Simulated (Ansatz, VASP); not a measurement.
**GaSb2: VASP beside Ansatz**

```
Ga Sb
1.0
     3.22502    0.00000    0.00000
    -1.61251    2.79295    0.00000
     0.00000    0.00000    8.78401
Ga Sb
1 2
Direct
  0.00000 0.00000 0.50000
  0.00000 0.00000 0.82870
  0.00000 0.00000 0.17130
```

Alike in both runs: functional PBE; k mesh 6 × 6 × 2; occupations gaussian, width 0.1 eV; no spin polarisation.

Ansatz relaxed the structure, and its values are those at the end. VASP's run is a single point on that final structure, the one shown.

|  | VASP | Ansatz |
| --- | --- | --- |
| version | VASP 6.6.1 | Ansatz 0.2.0 |
| potentials or method | VASP PAW PBE potentials, release 64 (Ga_d, Sb), cutoff 520 eV | scalar-relativistic, plane waves, PAW |
| valence electrons in the cell | 23 | 43 |

|  | VASP | Ansatz | Ansatz less VASP |
| --- | --- | --- | --- |
| gap on the k mesh at the Fermi level (eV) | none | none | - |
| pressure (GPa) | 0.0 | 0.0 | +0.03 |
| rms of the force components (eV/Å) | 0.017 | 0.018 | +0.0008 |

A gap of «none» marks a metal or a gap that the smearing closes. With one functional, cell and mesh, what is left measures potentials, basis and numerics. VASP's potentials hold 23 valence electrons a cell and Ansatz's 43, so a difference there can come from the potentials and not from the codes.

The k mesh is coarse, so the values compare programs but aren't converged. Neither program's run includes spin-orbit coupling.
